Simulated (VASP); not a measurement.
Write the native input for VASP 6.6.1 that does the following.

| Item | Value |
| --- | --- |
| Task | single point |
| Functional | PBE |
| Potentials or basis | VASP PAW PBE potentials, release 64 (Sc_sv, Cd, C, N) |
| Cutoff | 520 eV |
| k mesh | 4 × 4 × 4 |
| Occupations | gaussian, width 0.1 eV |
| Spin | no spin polarisation |
| Dipole correction | no |
| Further INCAR settings | ALGO = Normal; EDIFF = 1e-06; NBANDS = 40 |

The structure of ScCdC4N4 lies in POSCAR:

```
ScCdC4N4
1.0
    6.1077885000      0.0000000000      0.0000000000
    0.0000000000      6.1077885000      0.0000000000
    0.0000000000      0.0000000000      6.1077885000
Sc Cd C N
1 1 4 4
Direct
    0.0000000000      0.0000000000      0.0000000000
    0.5000000000      0.5000000000      0.5000000000
    0.1911333800      0.1911333800      0.1911333800
    0.1911333800      0.8088666200      0.8088666200
    0.8088666200      0.1911333800      0.8088666200
    0.8088666200      0.8088666200      0.1911333800
    0.3017298400      0.3017298400      0.3017298400
    0.3017298400      0.6982701600      0.6982701600
    0.6982701600      0.3017298400      0.6982701600
    0.6982701600      0.6982701600      0.3017298400
```

These files were run (other wordings do the same):

INCAR

```
PREC = Accurate ; ENCUT = 520
EDIFF = 1E-6 ; ISMEAR = 0
SIGMA = 0.1 ; LREAL = False
LASPH = True ; NELM = 80
ALGO = Normal ; ISIF = 2
LWAVE = False ; LCHARG = True
GGA = PE ; LELF = True
LVHAR = True ; NBANDS = 40
```

KPOINTS

```
Automatic mesh
0
Gamma
  4 4 4
```

Potentials or basis: VASP PAW PBE potentials, release 64 (Sc_sv, Cd, C, N).

Command:

```console
$ cat potpaw_PBE.64/Sc_sv/POTCAR potpaw_PBE.64/Cd/POTCAR potpaw_PBE.64/C/POTCAR potpaw_PBE.64/N/POTCAR > POTCAR
$ mpirun -np 1 vasp_std > vasp.out
```

It gave:

The pressure is 9.4 GPa and the largest force is 2.446 eV/Å. The band gap on the k mesh is zero (an odd number of electrons rules out a gap without spin polarisation).

Caveat: the cell stands under pressure; an odd number of electrons without spin polarisation forces a metal; a magnetic or distorted state may lie lower.

Wall time 98 s on 1 thread of Intel(R) Xeon(R) Platinum 8375C CPU @ 2.90GHz (Ice Lake), on a shared host, peak memory 0.37 GiB.
